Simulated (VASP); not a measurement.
# NaW16 (a cell with a defect) in VASP: further runs, part 2 of 2

VASP 6.6.1.

## (3) Single point, PBE+D3(BJ)

The input, INCAR:

```
SYSTEM = NaW16
PREC = Accurate ; ENCUT = 520
EDIFF = 1E-6 ; ISMEAR = 0
SIGMA = 0.15 ; LREAL = Auto
LASPH = .TRUE. ; NELM = 80
ALGO = Normal ; ISIF = 2
LWAVE = .FALSE. ; LCHARG = .TRUE.
GGA = PE ; IVDW = 12
LELF = .TRUE. ; LVHAR = .TRUE.
NBANDS = 130
```

The input, KPOINTS:

```
regular mesh
0
G
  1 1 1
  0 0 0
```

The input, POSCAR:

```
NaW16
1.0
    6.3200000000      0.0000000000      0.0000000000
    0.0000000000      6.3200000000      0.0000000000
    0.0000000000      0.0000000000      6.3200000000
W Na
16 1
Direct
   -0.0067884494      0.0002243671      0.0048792722
    0.4884161392      0.0002354430      0.0048227848
   -0.0084927215      0.5002568038      0.0098384494
   -0.0092542722      0.0002378165      0.5024772152
    0.2588400316      0.2295188291      0.2343783228
    0.4958674051      0.5002306962     -0.0026321203
    0.4883579114      0.0002643987      0.5000088608
    0.7423341772      0.2510566456      0.2596906646
    0.0755210443      0.5002816456      0.4176865506
    0.2588613924      0.7709810127      0.2343762658
    0.2335256329      0.2510477848      0.7508927215
    0.4834028481      0.5002484177      0.5017598101
    0.7423213608      0.7493886076      0.2596927215
    0.7179764241      0.2140417722      0.7752580696
    0.2335482595      0.7494001582      0.7508819620
    0.7180034810      0.7864219937      0.7751968354
    0.8502653481      0.5002052215      0.6430319620
```

Potentials or basis: VASP PAW PBE potentials, release 64 (W_sv, Na_pv).

Run with:

```bash
$ cat potpaw_PBE.64/W_sv/POTCAR potpaw_PBE.64/Na_pv/POTCAR > POTCAR
$ mpirun -np 1 vasp_gam > vasp.out
```

OUTCAR:

```text
SYSTEM = NaW16
   PREC = Accurate
   ENCUT = 520
   EDIFF = 1E-6
   ISMEAR = 0
   LREAL = Auto
   LASPH = .TRUE.
   NELM = 80
   ISIF = 2
   GGA = PE
   IVDW = 12
 IVDW          = 12

 ion  position               nearest neighbor table
   1  0.993  0.000  0.005-  14 2.64  16 2.64  10 2.65   5 2.65  11 2.72  15 2.72   8 2.76  13 2.76
                             2 3.13   4 3.14   3 3.16   3 3.16   4 3.18   2 3.19
   2  0.488  0.000  0.005-  14 2.46  16 2.46  10 2.51   5 2.51   8 2.77  13 2.77  11 2.77  15 2.77
                             7 3.13   1 3.13   6 3.16   6 3.16   1 3.19   7 3.19
   3  0.992  0.500  0.010-  17 2.48   9 2.63  13 2.73   8 2.73  15 2.74  11 2.74   5 2.79  10 2.79
                            16 2.91  14 2.91   6 3.13   1 3.16   1 3.16   6 3.19
   4  0.991  0.000  0.502-  11 2.71   8 2.71  15 2.71  13 2.71  16 2.79  14 2.79   5 2.80  10 2.80
                             1 3.14   7 3.14   7 3.18   1 3.18   9 3.25   9 3.25
   5  0.259  0.230  0.234-   9 2.37   2 2.51   7 2.65   1 2.65   6 2.72   3 2.79  12 2.79   4 2.80
                            10 2.90  11 3.06   8 3.06   8 3.27  11 3.27  10 3.42
   6  0.496  0.500  0.997-  14 2.69  16 2.69   5 2.72  10 2.72  13 2.77   8 2.77  15 2.77  11 2.77
                            12 3.13   3 3.13   2 3.16   2 3.16   3 3.19  12 3.19
   7  0.488  0.000  0.500-  14 2.64  16 2.64   5 2.65  10 2.65   8 2.72  13 2.72  11 2.76  15 2.76
                             2 3.13   4 3.14  12 3.16  12 3.16   4 3.18   2 3.19
[... 349 lines left out ...]
------------------------ aborting loop because EDIFF is reached ----------------------------------------

 Edisp (eV)  -12.15286

 E8    (eV) :    -6.2187

  FORCE on cell =-STRESS in cart. coord.  units (eV):
  Direction    XX          YY          ZZ          XY          YZ          ZX
  --------------------------------------------------------------------------------------
  -------------------------------------------------------------------------------------
  Total      34.12976    49.01041    34.16693     0.01464    -0.01745   -23.11911
  in kB     216.61701   311.06253   216.85295     0.09293    -0.11074  -146.73390
  external pressure =      248.18 kB  Pullay stress =        0.00 kB

 VOLUME and BASIS-vectors are now :
 -----------------------------------------------------------------------------
  energy-cutoff  :      520.00
  volume of cell :      252.44
      direct lattice vectors                 reciprocal lattice vectors
     6.320000000  0.000000000  0.000000000     0.158227848  0.000000000  0.000000000
     0.000000000  6.320000000  0.000000000     0.000000000  0.158227848  0.000000000
     0.000000000  0.000000000  6.320000000     0.000000000  0.000000000  0.158227848

 POSITION                                       TOTAL-FORCE (eV/Angst)
 -----------------------------------------------------------------------------------
      6.27710      0.00142      0.03084         0.551054     -0.002869      0.940705
      3.08679      0.00149      0.03048        -1.755721     -0.001966      1.755033
      6.26633      3.16162      0.06218         0.365744     -0.002000      0.971758
      6.26151      0.00150      3.17566         0.291039      0.000134     -0.286523
      1.63587      1.45056      1.48127         2.121060     -1.621878     -2.121268
      3.13388      3.16146      6.30336        -0.720717      0.000594      0.723114
[... 9 lines left out ...]
      4.53778      4.97019      4.89924        -0.508129      1.557381      0.507157
      5.37368      3.16130      4.06396        -0.582213     -0.000992      0.581768
 -----------------------------------------------------------------------------------
    total drift:                                0.004558      0.001711      0.007096

  FREE ENERGIE OF THE ION-ELECTRON SYSTEM (eV)
  ---------------------------------------------------
  free  energy   TOTEN  =      -191.7858543663 eV

  energy  without entropy=     -191.4508213852  energy(sigma->0) =     -191.61833788
```

OSZICAR:

```text
N       E                     dE             d eps       ncg     rms          rms(c)
DAV:   1     0.440485994071E+04    0.44049E+04   -0.14873E+05   260   0.226E+03
DAV:   2     0.254001214396E+03   -0.41509E+04   -0.40937E+04   260   0.769E+02
DAV:   3    -0.146328610608E+03   -0.40033E+03   -0.37309E+03   300   0.206E+02
[... 12 lines left out ...]
DAV:  16    -0.179633003170E+03    0.26997E-04   -0.27352E-04   336   0.890E-02    0.261E-02
DAV:  17    -0.179632998900E+03    0.42707E-05   -0.44440E-05   320   0.370E-02    0.146E-02
DAV:  18    -0.179632997625E+03    0.12745E-05   -0.89469E-06   288   0.179E-02    0.693E-03
DAV:  19    -0.179632996395E+03    0.12302E-05   -0.18274E-06   176   0.827E-03    0.299E-03
DAV:  20    -0.179632996050E+03    0.34502E-06   -0.48403E-07   160   0.472E-03
   1 F= -.19178585E+03 E0= -.19161834E+03  d E =-.335033E+00
```

Wall time 2.8 min (1 thread of Intel Xeon Platinum 8259CL at 2.50GHz (Skylake/Cascade Lake), shared host); peak memory 0.32 GiB.

Results:

| Item | Value |
| --- | --- |
| Free energy | -191.7859 eV |
| Pressure | 24.8 GPa |
| Largest force | 3.414 eV/Å |
| Band gap on the k mesh | zero (an odd number of electrons rules out a gap without spin polarisation) |
| Dispersion energy per atom | -0.715 eV |

Forces in eV/Å, atoms in the order of the input:
```
W    0.551 -0.003  0.941
W   -1.756 -0.002  1.755
W    0.366 -0.002  0.972
W    0.291  0.000 -0.287
W    2.121 -1.622 -2.121
W   -0.721  0.001  0.723
W   -0.944  0.001 -0.552
W    0.025 -0.670  0.074
W    0.637 -0.002 -0.637
W    2.125  1.624 -2.121
W   -0.075 -0.672 -0.025
W   -0.974 -0.001 -0.368
W    0.024  0.673  0.074
W   -0.507 -1.555  0.507
W   -0.074  0.674 -0.024
W   -0.508  1.557  0.507
Na  -0.582 -0.001  0.582
```

Levels at points of the mesh, in eV from the Fermi level:
| k point | band 112 | band 113 | band 114 | band 115 | band 116 | band 117 | band 118 | band 119 |
| --- | --- | --- | --- | --- | --- | --- | --- | --- |
| (0.00, 0.00, 0.00) | -0.78 | -0.78 | -0.25 | -0.04 | 0.06 | 0.08 | 0.09 | 0.14 |

Caveat: the k points lie up to 0.99 Å⁻¹ apart, too coarse for converged energies and pressures of a metal; atoms lie so close that the PAW spheres overlap strongly, which falsifies energies and pressures; spin-orbit coupling is left out, which moves the levels of the heavy elements.
